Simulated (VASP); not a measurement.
# LiF (kl) (Fm-3m) in VASP: notebook

LiF (kl) is run at these levels: LDA; tasks: single point.

Everything below comes from runs of VASP 6.6.1. Logs are shortened: lines on timing, memory, paths and dates and some standing lists are left out, and cuts for length are marked.

### Step 1. The cell of the first run

The structure is cubic, space group Fm-3m (No. 225). Conventional cell: a = 3.907 Å, b = 3.907 Å, c = 3.907 Å, α = 90.00°, β = 90.00°, γ = 90.00°. Within 2.6 Å of Li (site symmetry m-3m) lie 6 F at 1.95 Å. Within 2.6 Å of F (site symmetry m-3m) lie 6 Li at 1.95 Å.

### Step 2. Single point, LDA

File INCAR:

```
SYSTEM = LiF
PREC = Accurate
ENCUT = 750
EDIFF = 1E-6
ISMEAR = 0
SIGMA = 0.02
LREAL = .False.
LASPH = .True.
NELM = 120
ALGO = Normal
ISIF = 2
LWAVE = .False.
LCHARG = .True.
GGA = CA
LELF = .True.
LVHAR = .True.
NBANDS = 12
GGA_COMPAT = .False.
```

File KPOINTS:

```
Automatic mesh
0
Gamma
  10 10 10
  0 0 0
```

File POSCAR:

```
LiF
1.0
    0.0000000000      1.9536223519      1.9536223519
    1.9536223519      0.0000000000      1.9536223519
    1.9536223519      1.9536223519      0.0000000000
Li F
1 1
Direct
    0.0000000000      0.0000000000      0.0000000000
    0.5000000000      0.5000000000      0.5000000000
```

Potentials or basis: VASP PAW LDA potentials, release 64 (Li_sv, F).

Launch:

```console
cat potpaw_LDA.64/Li_sv/POTCAR potpaw_LDA.64/F/POTCAR > POTCAR
mpirun -np 1 vasp_std > vasp.out
```

OUTCAR:

```text
SYSTEM = LiF
   PREC = Accurate
   ENCUT = 750
   EDIFF = 1E-6
   ISMEAR = 0
   LREAL = .False.
   LASPH = .True.
   NELM = 120
   ISIF = 2
   GGA = CA

 ion  position               nearest neighbor table
   1  0.000  0.000  0.000-   2 1.95   2 1.95   2 1.95   2 1.95   2 1.95   2 1.95
   2  0.500  0.500  0.500-   1 1.95   1 1.95   1 1.95   1 1.95   1 1.95   1 1.95

  LATTYP: Found a face centered cubic cell.
 ALAT       =     3.9072447038

  Lattice vectors:

 A1 = (   0.0000000000,   1.9536223519,   1.9536223519)
 A2 = (   1.9536223519,   0.0000000000,   1.9536223519)
 A3 = (   1.9536223519,   1.9536223519,   0.0000000000)

Analysis of symmetry for initial positions (statically):
=====================================================================
 Subroutine PRICEL returns:
 Original cell was already a primitive cell.

 Routine SETGRP: Setting up the symmetry group for a
 face centered cubic supercell.

 Subroutine GETGRP returns: Found 48 space group operations
 (whereof 48 operations were pure point group operations)
 out of a pool of 48 trial point group operations.

The static configuration has the point symmetry O_h .

Analysis of symmetry for dynamics (positions and initial velocities):
=====================================================================
 Subroutine PRICEL returns:
 Original cell was already a primitive cell.

 Routine SETGRP: Setting up the symmetry group for a
 face centered cubic supercell.

 Subroutine GETGRP returns: Found 48 space group operations
 (whereof 48 operations were pure point group operations)
 out of a pool of 48 trial point group operations.

The dynamic configuration has the point symmetry O_h .

 Subroutine INISYM returns: Found 48 space group operations
 (whereof 48 operations are pure point group operations),
 and found     1 'primitive' translations

----------------------------------------------------------------------------------------

                                     Primitive cell

  volume of cell :      14.9125

  direct lattice vectors                    reciprocal lattice vectors
     0.000000000  1.953622352  1.953622352    -0.255934828  0.255934828  0.255934828
     1.953622352  0.000000000  1.953622352     0.255934828 -0.255934828  0.255934828
     1.953622352  1.953622352  0.000000000     0.255934828  0.255934828 -0.255934828

  length of vectors
     2.762839226  2.762839226  2.762839226     0.443292125  0.443292125  0.443292125

  position of ions in fractional coordinates (direct lattice)
     0.000000000  0.000000000  0.000000000
     0.500000000  0.500000000  0.500000000

  ion indices of the primitive-cell ions
   primitive index   ion index
                 1           1
                 2           2

----------------------------------------------------------------------------------------

 KPOINTS: Automatic mesh

Automatic generation of k-mesh.
 Grid dimensions read from file:
 generate k-points for:   10   10   10

 Generating k-lattice:

  Cartesian coordinates                     Fractional coordinates (reciprocal lattice)
    -0.025593483  0.025593483  0.025593483     0.100000000  0.000000000  0.000000000
     0.025593483 -0.025593483  0.025593483     0.000000000  0.100000000  0.000000000
     0.025593483  0.025593483 -0.025593483     0.000000000  0.000000000  0.100000000

  Length of vectors
     0.044329212  0.044329212  0.044329212

  Shift w.r.t. Gamma in fractional coordinates (k-lattice)
     0.000000000  0.000000000  0.000000000

 Subroutine IBZKPT returns following result:
 ===========================================

 Found     47 irreducible k-points:

 Following reciprocal coordinates:
            Coordinates               Weight
  0.000000  0.000000  0.000000      1.000000
  0.100000  0.000000  0.000000      8.000000
  0.200000  0.000000  0.000000      8.000000
  0.300000  0.000000  0.000000      8.000000
  0.400000  0.000000  0.000000      8.000000
  0.500000  0.000000  0.000000      4.000000
[... 16 lines left out ...]
  0.300000  0.300000  0.000000      6.000000
  0.400000  0.300000  0.000000     24.000000
 [... further k-points ...]
   k-points           NKPTS =     47   k-points in BZ     NKDIM =     47   number of bands    NBANDS=     12
   number of dos      NEDOS =    301   number of ions     NIONS =      2
   total plane-waves  NPLWV =  21952
   dimension x,y,z NGX =    28 NGY =   28 NGZ =   28
   dimension x,y,z NGXF=    56 NGYF=   56 NGZF=   56
   ions per type =               1   1
   NGX,Y,Z   is equivalent  to a cutoff of  16.85, 16.85, 16.85 a.u.
   NGXF,Y,Z  is equivalent  to a cutoff of  33.70, 33.70, 33.70 a.u.
 SYSTEM =  LiF
   PREC   = accura    normal or accurate (medium, high low for compatibility)
   ISTART =      0    job   : 0-new  1-cont  2-samecut
   ICHARG =      2    charge: 1-file 2-atom 10-const
   ISPIN  =      1    spin polarized calculation?
   LNONCOLLINEAR =      F non collinear calculations
   LSORBIT =      F    spin-orbit coupling
   LASPH  =      T    aspherical Exc in radial PAW
   ENCUT  =  750.0 eV  55.12 Ry    7.42 a.u.   6.17  6.17  6.17*2*pi/ulx,y,z
   NELM   =    120;   NELMIN=  2; NELMDL= -5     # of ELM steps
   EDIFF  = 0.1E-05   stopping-criterion for ELM
   LREAL  =      F    real-space projection
   EDIFFG = 0.1E-04   stopping-criterion for IOM
   NSW    =      0    number of steps for IOM
   IBRION =     -1    ionic relax: 0-MD 1-quasi-New 2-CG
   NFREE  =      0    steps in history (QN), initial steepest desc. (CG)
   ISIF   =      2    stress and relaxation
   ISYM   =      2    0-nonsym 1-usesym 2-fastsym
   POTIM  = 0.5000    time-step for ionic-motion
   TEBEG  =    0.0;   TEEND  =   0.0 temperature during run
   PSTRESS=    0.0 pullay stress
   NELECT =      10.0000    total number of electrons
   NUPDOWN=      -1.0000    fix difference up-down
   EMIN   =  10.00;   EMAX   =-10.00  energy-range for DOS
   EFERMI =   0.00;   METHOD = LEGACY
   ISMEAR =     0;   SIGMA  =   0.02  broadening in eV -4-tet -1-fermi 0-gaus
   EFERMI_NEDOS =   21; number of points for ismear=-14 and -15
   IALGO  =     38    algorithm
   IMIX   =      4    mixing-type and parameters
     AMIX     =   0.40;   BMIX     =  1.00
     AMIX_MAG =   1.60;   BMIX_MAG =  1.00
  volume/ion in A,a.u.               =       7.46        50.32
  Fermi-wavevector in a.u.,A,eV,Ry     =   1.432927  2.707840 27.936587  2.053281
  Thomas-Fermi vector in A             =   2.552501
   LORBIT       =      0    0 simple, 1 ext, 2 COOP (PROOUT), +10 PAW based schemes
   GGA     = CA    functional components
   LHFCALC =     F    Hartree Fock is set to
   AEXX    =    0.0000 exact exchange contribution
   IVDW    =     0    specifies the selected vdW correction
   LEPSILON=     F    determine dielectric tensor
   LRPA    =     F    only Hartree local field effects (RPA)
 non-spin polarized calculation
 Gauss-broadening in eV      SIGMA  =   0.02
  energy-cutoff  :      750.00
  volume of cell :       14.91
 maximum number of plane-waves:       725
 NGX is ok and might be reduce to    28
   NGX = 13   NGY = 13   NGZ = 13

 number of electron      10.0000000 magnetization

 number of electron       9.9999997 magnetization

 Free energy of the ion-electron system (eV)
  ---------------------------------------------------
  ext. energy  EPLUGINS =         0.00000000
  ---------------------------------------------------
  free energy    TOTEN  =       -10.50683651 eV

  energy without entropy =      -10.50683651  energy(sigma->0) =      -10.50683651

 E-fermi :  -0.5823     XC(G=0): -11.1318

 val. band max:       -0.7112303940   @ k =   0.0000   0.0000   0.0000
 cond. band min:       8.9821938858   @ k =   0.0000   0.0000   0.0000
 fundamental gap:      9.6934242798
 Fermi energy:        -0.5822771130

 k-point     1 :       0.0000    0.0000    0.0000
  band No.  band energies     occupation
      1     -40.2858      2.00000
      2     -20.5418      2.00000
      3      -0.7112      2.00000
      4      -0.7112      2.00000
      5      -0.7112      2.00000
      6       8.9822      0.00000
      7      23.9451      0.00000
      8      23.9451      0.00000
      9      23.9451      0.00000
     10      24.1061      0.00000
     11      24.1061      0.00000
     12      24.1061      0.00000

 k-point     2 :       0.1000    0.0000    0.0000
  band No.  band energies     occupation
      1     -40.2761      2.00000
      2     -20.4963      2.00000
      3      -1.0342      2.00000
      4      -0.7379      2.00000
      5      -0.7379      2.00000
      6       9.2626      0.00000
      7      20.9885      0.00000
      8      22.5373      0.00000
      9      22.5373      0.00000
     10      25.2602      0.00000
     11      25.2602      0.00000
     12      25.3932      0.00000

 k-point     3 :       0.2000    0.0000    0.0000
  band No.  band energies     occupation
      1     -40.2506      2.00000
      2     -20.3738      2.00000
      3      -1.8139      2.00000
      4      -0.8064      2.00000
      5      -0.8064      2.00000
      6       9.8457      0.00000
      7      18.4670      0.00000
      8      20.9310      0.00000
      9      20.9310      0.00000
     10      26.4682      0.00000
     11      26.6851      0.00000
     12      26.6851      0.00000

 k-point     4 :       0.3000    0.0000    0.0000
  band No.  band energies     occupation
      1     -40.2192      2.00000
      2     -20.2145      2.00000
      3      -2.6848      2.00000
      4      -0.8880      2.00000
      5      -0.8880      2.00000
      6      10.2266      0.00000
      7      17.1040      0.00000
      8      19.5859      0.00000
      9      19.5859      0.00000
     10      27.9643      0.00000
     11      28.5168      0.00000
     12      28.5168      0.00000

 k-point     5 :       0.4000    0.0000    0.0000
  band No.  band energies     occupation
      1     -40.1938      2.00000
      2     -20.0782      2.00000
      3      -3.3391      2.00000
      4      -0.9514      2.00000
      5      -0.9514      2.00000
      6      10.2203      0.00000
      7      16.7568      0.00000
      8      18.7175      0.00000
      9      18.7175      0.00000
     10      29.6980      0.00000
     11      30.4546      0.00000
     12      30.4546      0.00000
[... 228 lines left out ...]
      1     -40.1862      2.00000
      2     -19.9881      2.00000
      3      -2.9974      2.00000
      4      -2.0754      2.00000
      5      -0.9947      2.00000
      6      11.5359      0.00000
      7      15.5052      0.00000
      8      19.0067      0.00000
      9      19.3977      0.00000
     10      29.1806      0.00000
     11      29.2023      0.00000
     12      29.7988      0.00000

 k-point    22 :      -0.2000    0.2000    0.0000
  band No.  band energies     occupation
      1     -40.2094      2.00000
      2     -20.1383      2.00000
      3      -2.5200      2.00000
      4      -1.7433      2.00000
      5      -0.8361      2.00000
      6      10.9967      0.00000
      7      16.2081      0.00000
      8      19.5917      0.00000
      9      19.7399      0.00000
     10      27.2355      0.00000
     11      27.7457      0.00000
     12      30.5375      0.00000

 k-point    23 :       0.3000    0.3000    0.0000
  band No.  band energies     occupation
      1     -40.2009      2.00000
      2     -20.0292      2.00000
      3      -2.9032      2.00000
      4      -1.4952      2.00000
      5      -1.4952      2.00000
      6      12.1264      0.00000
      7      17.2946      0.00000
      8      18.8651      0.00000
      9      20.2418      0.00000
     10      20.2418      0.00000
     11      35.0640      0.00000
     12      35.6402      0.00000

 k-point    24 :       0.4000    0.3000    0.0000
  band No.  band energies     occupation
      1     -40.1821      2.00000
      2     -19.8878      2.00000
      3      -3.4045      2.00000
      4      -1.7423      2.00000
      5      -1.6103      2.00000
      6      12.9046      0.00000
      7      16.1980      0.00000
      8      18.4164      0.00000
      9      19.9865      0.00000
     10      21.0810      0.00000
     11      35.0297      0.00000
     12      35.4618      0.00000

 [... further k-points ...]
[... 5 lines left out ...]
  --------------------------------------------------------------------------------------
  -------------------------------------------------------------------------------------
  Total       -0.0386822     -0.0386822     -0.0386822      0.0000000     -0.0000000     -0.0000000
  in kB       -4.1559468     -4.1559468     -4.1559468      0.0000000     -0.0000000     -0.0000000
  external PRESSURE =      -4.1559468 kB  Pullay stress =       0.0000000 kB

 VOLUME and BASIS-vectors are now :
 -----------------------------------------------------------------------------
  energy-cutoff  :      750.00
  volume of cell :       14.91
      direct lattice vectors                 reciprocal lattice vectors
     0.000000000  1.953622352  1.953622352    -0.255934828  0.255934828  0.255934828
     1.953622352  0.000000000  1.953622352     0.255934828 -0.255934828  0.255934828
     1.953622352  1.953622352  0.000000000     0.255934828  0.255934828 -0.255934828

 POSITION                                       TOTAL-FORCE (eV/Angst)
 -----------------------------------------------------------------------------------
      0.00000      0.00000      0.00000         0.000000      0.000000     -0.000000
      1.95362      1.95362      1.95362        -0.000000     -0.000000      0.000000
 -----------------------------------------------------------------------------------
    total drift:                                0.000000      0.000000      0.000000

  FREE ENERGIE OF THE ION-ELECTRON SYSTEM (eV)
  ---------------------------------------------------
  free  energy   TOTEN  =       -10.5068365113 eV

  energy  without entropy=      -10.5068365113  energy(sigma->0) =      -10.50683651
```

It took 14 s on 1 thread of AMD EPYC 7R43 (Zen 3), shared host; peak memory 0.1 GiB.

Results:

```
Free energy            : -10.5068 eV
Pressure               : -0.4 GPa
Band gap on the k mesh : 9.69 eV, direct
```

Levels at points of the mesh, in eV from the valence-band top:
| k point | band 1 | band 2 | band 3 | band 4 | band 5 | band 6 | band 7 | band 8 | band 9 | band 10 |
| --- | --- | --- | --- | --- | --- | --- | --- | --- | --- | --- |
| (0.00, 0.00, 0.00) | -39.57 | -19.83 | 0.00 | 0.00 | 0.00 | 9.69 | 24.66 | 24.66 | 24.66 | 24.82 |
| (0.50, 0.00, 0.00) | -39.47 | -19.31 | -2.87 | -0.26 | -0.26 | 10.86 | 17.47 | 19.13 | 19.13 | 31.55 |
| (0.50, 0.50, 0.00) | -39.45 | -18.95 | -3.54 | -1.18 | -1.18 | 15.29 | 16.45 | 18.26 | 20.84 | 20.84 |

A k mesh can miss the band edges.

### Step 3. Single point, LDA

File INCAR:

```
PREC = Accurate
ENCUT = 750
EDIFF = 1E-6
ISMEAR = 0
SIGMA = 0.02
LREAL = False
LASPH = True
NELM = 120
ALGO = Normal
ISIF = 2
LWAVE = False
LCHARG = True
LELF = True
LVHAR = True
NBANDS = 12
GGA_COMPAT = False
```

File KPOINTS:

```
regular mesh
0
Gamma
  10 10 10
```

POSCAR is that of step 2.

Potentials or basis: VASP PAW LDA potentials, release 64 (Li_sv, F).

Launch:

```console
cat potpaw_LDA.64/Li_sv/POTCAR potpaw_LDA.64/F/POTCAR > POTCAR
mpirun -np 1 vasp_std > vasp.out
```

It took 14 s on 1 thread of AMD EPYC 7R43 (Zen 3), shared host; peak memory 0.1 GiB.

It converged, with:

| Property | Result |
| --- | --- |
| Free energy | -10.5068 eV |
| Pressure | -0.4 GPa |
| Band gap on the k mesh | 9.69 eV, direct |

Levels at points of the mesh, in eV from the valence-band top:
| k point | band 3 | band 4 | band 5 | band 6 | band 7 | band 8 |
| --- | --- | --- | --- | --- | --- | --- |
| (0.00, 0.00, 0.00) | 0.00 | 0.00 | 0.00 | 9.69 | 24.66 | 24.66 |
| (0.50, 0.00, 0.00) | -2.87 | -0.26 | -0.26 | 10.86 | 17.47 | 19.13 |
| (0.50, 0.50, 0.00) | -3.54 | -1.18 | -1.18 | 15.29 | 16.45 | 18.26 |

A k mesh can miss the band edges.
